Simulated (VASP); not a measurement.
# Al (Im-3m) in VASP: notebook

Al is run at these levels: PBE; tasks: single point.

Everything below comes from runs of VASP 6.6.1. Logs are shortened: lines on timing, memory, paths and dates and some standing lists are left out, and cuts for length are marked.

## Step 1: The cell of the first run

Symmetry: Im-3m, No. 229, cubic system. The conventional cell has a = 3.117 Å, b = 3.117 Å, c = 3.117 Å, α = 90.00°, β = 90.00°, γ = 90.00°. Within 3.6 Å of Al (site symmetry m-3m) lie 14 Al at 2.70 to 3.12 Å.

## Step 2: Single point, PBE (volume scaled by 0.94)

Contents of INCAR:

```
PREC = Accurate
ENCUT = 520
EDIFF = 1E-7
ISMEAR = -1
SIGMA = 0.05
LREAL = F
LASPH = T
NELM = 60
ALGO = Normal
ISIF = 2
LWAVE = F
LCHARG = F
GGA = PE
NBANDS = 8
```

Contents of KPOINTS:

```
regular mesh
0
Gamma
  12 12 12
```

Contents of POSCAR:

```
Al
1.0
   -1.5587357247      1.5587357247      1.5587357247
    1.5587357247     -1.5587357247      1.5587357247
    1.5587357247      1.5587357247     -1.5587357247
Al
1
Direct
    0.0000000000      0.0000000000      0.0000000000
```

Potentials or basis: VASP PAW PBE potentials, release 64 (Al).

Run with:

```
$ cat potpaw_PBE.64/Al/POTCAR > POTCAR
$ mpirun -np 1 vasp_std > vasp.out
```

OUTCAR:

```text
PREC = Accurate
   ENCUT = 520
   EDIFF = 1E-7
   ISMEAR = -1
   LREAL = F
   LASPH = T
   NELM = 60
   ISIF = 2
   GGA = PE

 ion  position               nearest neighbor table
   1  0.000  0.000  0.000-

  LATTYP: Found a body centered cubic cell.
 ALAT       =     3.1174714494

  Lattice vectors:

 A1 = (  -1.5587357247,   1.5587357247,   1.5587357247)
 A2 = (   1.5587357247,  -1.5587357247,   1.5587357247)
 A3 = (   1.5587357247,   1.5587357247,  -1.5587357247)

Analysis of symmetry for initial positions (statically):
=====================================================================
 Subroutine PRICEL returns:
 Original cell was already a primitive cell.

 Routine SETGRP: Setting up the symmetry group for a
 body centered cubic supercell.

 Subroutine GETGRP returns: Found 48 space group operations
[... 9 lines left out ...]

 Routine SETGRP: Setting up the symmetry group for a
 body centered cubic supercell.

 Subroutine GETGRP returns: Found 48 space group operations
[... 11 lines left out ...]
                                     Primitive cell

  volume of cell :      15.1488

  direct lattice vectors                    reciprocal lattice vectors
    -1.558735725  1.558735725  1.558735725     0.000000000  0.320772785  0.320772785
     1.558735725 -1.558735725  1.558735725     0.320772785  0.000000000  0.320772785
     1.558735725  1.558735725 -1.558735725     0.320772785  0.320772785  0.000000000

  length of vectors
     2.699809471  2.699809471  2.699809471     0.453641223  0.453641223  0.453641223

  position of ions in fractional coordinates (direct lattice)
     0.000000000  0.000000000  0.000000000

  ion indices of the primitive-cell ions
   primitive index   ion index
                 1           1

----------------------------------------------------------------------------------------

 KPOINTS: regular mesh

Automatic generation of k-mesh.
 Grid dimensions read from file:
 generate k-points for:   12   12   12

 Generating k-lattice:

  Cartesian coordinates                     Fractional coordinates (reciprocal lattice)
     0.000000000  0.026731065  0.026731065     0.083333333  0.000000000  0.000000000
     0.026731065  0.000000000  0.026731065     0.000000000  0.083333333  0.000000000
     0.026731065  0.026731065  0.000000000     0.000000000  0.000000000  0.083333333

  Length of vectors
     0.037803435  0.037803435  0.037803435

  Shift w.r.t. Gamma in fractional coordinates (k-lattice)
     0.000000000  0.000000000  0.000000000

 Subroutine IBZKPT returns following result:
 ===========================================

 Found     72 irreducible k-points:

 Following reciprocal coordinates:
            Coordinates               Weight
  0.000000  0.000000  0.000000      1.000000
  0.083333  0.000000  0.000000     12.000000
  0.166667  0.000000  0.000000     12.000000
  0.250000  0.000000  0.000000     12.000000
  0.333333  0.000000  0.000000     12.000000
  0.416667  0.000000  0.000000     12.000000
[... 16 lines left out ...]
  0.333333  0.083333  0.083333     24.000000
  0.416667  0.083333  0.083333     12.000000
 [... further k-points ...]
   k-points           NKPTS =     72   k-points in BZ     NKDIM =     72   number of bands    NBANDS=      8
   number of dos      NEDOS =    301   number of ions     NIONS =      1
   total plane-waves  NPLWV =   8000
   dimension x,y,z NGX =    20 NGY =   20 NGZ =   20
   dimension x,y,z NGXF=    40 NGYF=   40 NGZF=   40
   ions per type =               1
   NGX,Y,Z   is equivalent  to a cutoff of  12.32, 12.32, 12.32 a.u.
   NGXF,Y,Z  is equivalent  to a cutoff of  24.63, 24.63, 24.63 a.u.
 SYSTEM =  unknown system
   PREC   = accura    normal or accurate (medium, high low for compatibility)
   ISTART =      0    job   : 0-new  1-cont  2-samecut
   ICHARG =      2    charge: 1-file 2-atom 10-const
   ISPIN  =      1    spin polarized calculation?
   LNONCOLLINEAR =      F non collinear calculations
   LSORBIT =      F    spin-orbit coupling
   LASPH  =      T    aspherical Exc in radial PAW
   ENCUT  =  520.0 eV  38.22 Ry    6.18 a.u.   5.02  5.02  5.02*2*pi/ulx,y,z
   NELM   =     60;   NELMIN=  2; NELMDL= -5     # of ELM steps
   EDIFF  = 0.1E-06   stopping-criterion for ELM
   LREAL  =      F    real-space projection
   EDIFFG = 0.1E-05   stopping-criterion for IOM
   NSW    =      0    number of steps for IOM
   IBRION =     -1    ionic relax: 0-MD 1-quasi-New 2-CG
   NFREE  =      0    steps in history (QN), initial steepest desc. (CG)
   ISIF   =      2    stress and relaxation
   ISYM   =      2    0-nonsym 1-usesym 2-fastsym
   POTIM  = 0.5000    time-step for ionic-motion
   TEBEG  =    0.0;   TEEND  =   0.0 temperature during run
   PSTRESS=    0.0 pullay stress
   NELECT =       3.0000    total number of electrons
   NUPDOWN=      -1.0000    fix difference up-down
   EMIN   =  10.00;   EMAX   =-10.00  energy-range for DOS
[... 5 lines left out ...]
     AMIX     =   0.40;   BMIX     =  1.00
     AMIX_MAG =   1.60;   BMIX_MAG =  1.00
  volume/ion in A,a.u.               =      15.15       102.23
  Fermi-wavevector in a.u.,A,eV,Ry     =   0.954237  1.803246 12.389024  0.910568
  Thomas-Fermi vector in A             =   2.082965
   LORBIT       =      0    0 simple, 1 ext, 2 COOP (PROOUT), +10 PAW based schemes
   GGA     = PE    functional components
   LHFCALC =     F    Hartree Fock is set to
   AEXX    =    0.0000 exact exchange contribution
   IVDW    =     0    specifies the selected vdW correction
   LEPSILON=     F    determine dielectric tensor
   LRPA    =     F    only Hartree local field effects (RPA)
 non-spin polarized calculation
  energy-cutoff  :      520.00
  volume of cell :       15.15
 maximum number of plane-waves:       420
   NGX =  9   NGY =  9   NGZ =  9

 number of electron       3.0000000 magnetization

 Free energy of the ion-electron system (eV)
  ---------------------------------------------------
  ext. energy  EPLUGINS =         0.00000000
  ---------------------------------------------------
  free energy    TOTEN  =        -3.59768654 eV

  energy without entropy =       -3.59349579  energy(sigma->0) =       -3.59559117

 E-fermi :   8.9290     XC(G=0): -10.5150

 val. band max:        8.8149265072   @ k =   0.2500   0.2500   0.1667
 cond. band min:       8.9646960960   @ k =  -0.3333   0.5000   0.1667
 fundamental gap:      0.1497695888
 Fermi energy:         8.9290116880

 k-point     1 :       0.0000    0.0000    0.0000
  band No.  band energies     occupation
      1      -2.8125      2.00000
      2      22.7287      0.00000
      3      22.7287      0.00000
      4      22.7287      0.00000
      5      24.9368      0.00000
      6      24.9368      0.00000
      7      24.9368      0.00000
      8      25.9248      0.00000

 k-point     2 :       0.0833    0.0000    0.0000
  band No.  band energies     occupation
      1      -2.6011      2.00000
      2      20.5874      0.00000
      3      21.6978      0.00000
      4      21.9183      0.00000
      5      23.8664      0.00000
      6      24.6635      0.00000
      7      25.5274      0.00000
      8      26.2318      0.00000

 k-point     3 :       0.1667    0.0000    0.0000
  band No.  band energies     occupation
      1      -1.9688      2.00000
      2      16.9966      0.00000
      3      20.3261      0.00000
      4      20.4801      0.00000
      5      22.3804      0.00000
      6      23.5581      0.00000
      7      26.4354      0.00000
      8      26.7527      0.00000

 k-point     4 :       0.2500    0.0000    0.0000
  band No.  band energies     occupation
      1      -0.9219      2.00000
      2      13.4537      0.00000
      3      19.1782      0.00000
      4      19.2127      0.00000
      5      21.1428      0.00000
      6      22.5823      0.00000
      7      27.5490      0.00000
      8      27.6280      0.00000

 k-point     5 :       0.3333    0.0000    0.0000
  band No.  band energies     occupation
      1       0.5295      2.00000
      2      10.1835      0.00000
      3      18.2017      0.00000
      4      18.4121      0.00000
      5      20.2424      0.00000
      6      21.7923      0.00000
      7      28.6200      0.00000
      8      29.1478      0.00000

 k-point     6 :       0.4167    0.0000    0.0000
  band No.  band energies     occupation
      1       2.3678      2.00000
      2       7.2469      2.00000
      3      17.6040      0.00000
      4      17.9319      0.00000
      5      19.6989      0.00000
      6      21.2805      0.00000
      7      29.8542      0.00000
      8      30.9261      0.00000

 k-point     7 :       0.5000    0.0000    0.0000
  band No.  band energies     occupation
      1       4.2805      2.00000
      2       4.9673      2.00000
      3      17.4033      0.00000
      4      17.7719      0.00000
      5      19.5174      0.00000
      6      21.1037      0.00000
      7      30.6177      0.00000
      8      32.2040      0.00000

 k-point     8 :       0.0833    0.0833    0.0000
  band No.  band energies     occupation
      1      -2.1792      2.00000
      2      18.7554      0.00000
      3      19.0797      0.00000
      4      20.9586      0.00000
      5      23.8070      0.00000
      6      23.9629      0.00000
      7      26.2236      0.00000
      8      26.4414      0.00000

 k-point     9 :       0.1667    0.0833    0.0000
  band No.  band energies     occupation
      1      -1.3397      2.00000
      2      15.3081      0.00000
      3      17.5152      0.00000
      4      19.7037      0.00000
      5      22.6644      0.00000
      6      24.0770      0.00000
      7      26.0201      0.00000
      8      28.2174      0.00000

 k-point    10 :       0.2500    0.0833    0.0000
  band No.  band energies     occupation
      1      -0.0905      2.00000
      2      11.9123      0.00000
      3      16.3980      0.00000
      4      18.6861      0.00000
      5      21.6363      0.00000
      6      23.7258      0.00000
      7      26.5806      0.00000
      8      29.8485      0.00000
[... 78 lines left out ...]
 k-point    18 :       0.3333    0.2500    0.0000
  band No.  band energies     occupation
      1       4.7540      2.00000
      2       7.2088      2.00000
      3       9.7452      0.00000
      4      16.7085      0.00000
      5      23.7265      0.00000
      6      25.8828      0.00000
      7      27.6881      0.00000
      8      31.2468      0.00000

 k-point    19 :       0.3333    0.3333    0.0000
  band No.  band energies     occupation
      1       6.6186      2.00000
      2       6.6186      2.00000
      3       7.9156      2.00000
      4      16.5313      0.00000
      5      25.4349      0.00000
      6      25.4349      0.00000
      7      26.3257      0.00000
      8      33.8319      0.00000

 k-point    20 :       0.0833    0.0833    0.0833
  band No.  band energies     occupation
      1      -1.5491      2.00000
      2      17.1119      0.00000
      3      17.1119      0.00000
      4      18.0110      0.00000
      5      25.6211      0.00000
      6      25.6211      0.00000
      7      26.3535      0.00000
      8      26.3535      0.00000

 k-point    21 :       0.1667    0.0833    0.0833
  band No.  band energies     occupation
      1      -0.5056      2.00000
      2      13.7721      0.00000
      3      15.7689      0.00000
      4      16.6673      0.00000
      5      25.0700      0.00000
      6      25.4572      0.00000
      7      27.6184      0.00000
      8      27.6581      0.00000

 k-point    22 :       0.2500    0.0833    0.0833
  band No.  band energies     occupation
      1       0.9409      2.00000
      2      10.5471      0.00000
      3      14.7955      0.00000
      4      15.7716      0.00000
      5      24.3051      0.00000
      6      24.8694      0.00000
      7      28.8672      0.00000
      8      29.3206      0.00000

 k-point    23 :       0.3333    0.0833    0.0833
  band No.  band energies     occupation
      1       2.7723      2.00000
      2       7.6328      2.00000
      3      14.2080      0.00000
      4      15.2309      0.00000
      5      23.7959      0.00000
      6      24.4586      0.00000
      7      30.1259      0.00000
      8      31.1672      0.00000

 k-point    24 :       0.4167    0.0833    0.0833
  band No.  band energies     occupation
      1       4.6691      2.00000
      2       5.3733      2.00000
      3      14.0117      0.00000
      4      15.0498      0.00000
      5      23.6210      0.00000
      6      24.3141      0.00000
      7      30.8776      0.00000
      8      32.4554      0.00000

 [... further k-points ...]
[... 5 lines left out ...]
  --------------------------------------------------------------------------------------
  -------------------------------------------------------------------------------------
  Total        0.9155852      0.9155852      0.9155852     -0.0000000      0.0000000      0.0000000
  in kB       96.8348926     96.8348926     96.8348926     -0.0000000      0.0000000      0.0000000
  external PRESSURE =      96.8348926 kB  Pullay stress =       0.0000000 kB

 VOLUME and BASIS-vectors are now :
 -----------------------------------------------------------------------------
  energy-cutoff  :      520.00
  volume of cell :       15.15
      direct lattice vectors                 reciprocal lattice vectors
    -1.558735725  1.558735725  1.558735725     0.000000000  0.320772785  0.320772785
     1.558735725 -1.558735725  1.558735725     0.320772785  0.000000000  0.320772785
     1.558735725  1.558735725 -1.558735725     0.320772785  0.320772785  0.000000000

 POSITION                                       TOTAL-FORCE (eV/Angst)
 -----------------------------------------------------------------------------------
      0.00000      0.00000      0.00000        -0.000000      0.000000     -0.000000
 -----------------------------------------------------------------------------------
    total drift:                                0.000000      0.000000      0.000000

  FREE ENERGIE OF THE ION-ELECTRON SYSTEM (eV)
  ---------------------------------------------------
  free  energy   TOTEN  =        -3.5976865409 eV

  energy  without entropy=       -3.5934957916  energy(sigma->0) =       -3.59559117
```

It took 2.8 s on 1 thread of Intel Xeon 6975P-C (Granite Rapids), shared host; peak memory 0.12 GiB.

Results:

- Free energy: -3.5977 eV
- Pressure: 9.7 GPa

(Continued in part 2 of 2.)
